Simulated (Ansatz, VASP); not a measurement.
# Bi2Te3 in VASP and in Ansatz

Contents of INCAR:

```
SYSTEM = Bi2Te3
PREC     = Accurate       ! precision mode
ENCUT    = 520            ! plane-wave cutoff, eV
EDIFF    = 1E-7           ! SCF threshold, eV
ISMEAR   = 0              ! smearing method
SIGMA    = 0.1            ! smearing width, eV
LREAL    = .False.        ! projectors in reciprocal space
LASPH    = .True.         ! aspherical terms in the spheres
NELM     = 80             ! most SCF steps
ALGO     = Normal         ! electronic algorithm
ISIF     = 2              ! what is computed and relaxed
LWAVE    = .False.        ! write WAVECAR
LCHARG   = .False.        ! write CHGCAR
LDIPOL   = .True.       
IDIPOL   = 3            
DIPOL    = 0.5 0.5 0.500
GGA      = PS             ! functional
NBANDS   = 59             ! bands
```

KPOINTS

```
regular mesh
0
Gamma
  9 9 1
  0 0 0
```

File POSCAR:

```
Bi2Te3
1.0
    4.4838309880      0.0000000000      0.0000000000
   -2.2419154940      3.8831115419      0.0000000000
    0.0000000000      0.0000000000     31.6614236096
Te Bi
6 4
Direct
    0.3333333333      0.6666666667      0.2368813258
    0.6666666667      0.3333333333      0.2945582454
    0.6666666667      0.3333333333      0.4711628239
    0.0000000000      0.0000000000      0.5288371761
    0.3333333333      0.6666666667      0.5865140957
    0.3333333333      0.6666666667      0.7631186742
    0.0000000000      0.0000000000      0.3527638117
    0.3333333333      0.6666666667      0.4130052277
    0.6666666667      0.3333333333      0.6447196620
    0.0000000000      0.0000000000      0.7049610781
```

Input for Ansatz:

```yaml
crystal:
  lattice:
    - [4.483830988, 0.0, 0.0]
    - [-2.241915494, 3.8831115419, 0.0]
    - [0.0, 0.0, 31.6614236096]
  atoms:
    - { symbol: Te, position: [0.3333333333, 0.6666666667, 0.2368813258] }
    - { symbol: Te, position: [0.6666666667, 0.3333333333, 0.2945582454] }
    - { symbol: Bi, position: [0.0, 0.0, 0.3527638117] }
    - { symbol: Bi, position: [0.3333333333, 0.6666666667, 0.4130052277] }
    - { symbol: Te, position: [0.6666666667, 0.3333333333, 0.4711628239] }
    - { symbol: Te, position: [0.0, 0.0, 0.5288371761] }
    - { symbol: Te, position: [0.3333333333, 0.6666666667, 0.5865140957] }
    - { symbol: Bi, position: [0.6666666667, 0.3333333333, 0.644719662] }
    - { symbol: Bi, position: [0.0, 0.0, 0.7049610781] }
    - { symbol: Te, position: [0.3333333333, 0.6666666667, 0.7631186742] }
basis:
  ecutwfc: 420
kpoints:
  mp_grid: { grid: [9, 9, 1] }
hamiltonian:
  xc: pbesol
scf:
  occupations: { method: gaussian, width: 0.1 }
output:
  forces: true
  stress: true
  eigenvalues: true
  write_density: true
  write_potential: true
  elf: true
  volumetric_format: npy
efield:
  axis: 3
  dipole_correction: true
  ramp_width: 0.04
```

Alike in both runs: task single point; functional PBEsol; k mesh 9 × 9 × 1; occupations gaussian, width 0.1 eV; no spin polarisation.

```csv
,VASP,Ansatz
version,VASP 6.6.1,Ansatz 0.2.0
potentials or method,"VASP PAW PBE potentials, release 64 (Te, Bi_d), cutoff 520 eV","scalar-relativistic, plane waves, PAW"
valence electrons in the cell,96,156
```

|  | VASP | Ansatz | Ansatz less VASP |
| --- | --- | --- | --- |
| gap on the k mesh at the Fermi level (eV) | none | none | - |
| rms of the force components (eV/Å) | 0.299 | 0.300 | +0.0012 |

VASP's potentials were made for PBE, not for PBEsol. A gap of «none» marks a metal or a gap that the smearing closes. VASP's potentials hold 96 valence electrons a cell and Ansatz's 156, so a difference there can come from the potentials and not from the codes. Ansatz's warnings: xc potential rough in thin density.

Spin-orbit coupling is off throughout.
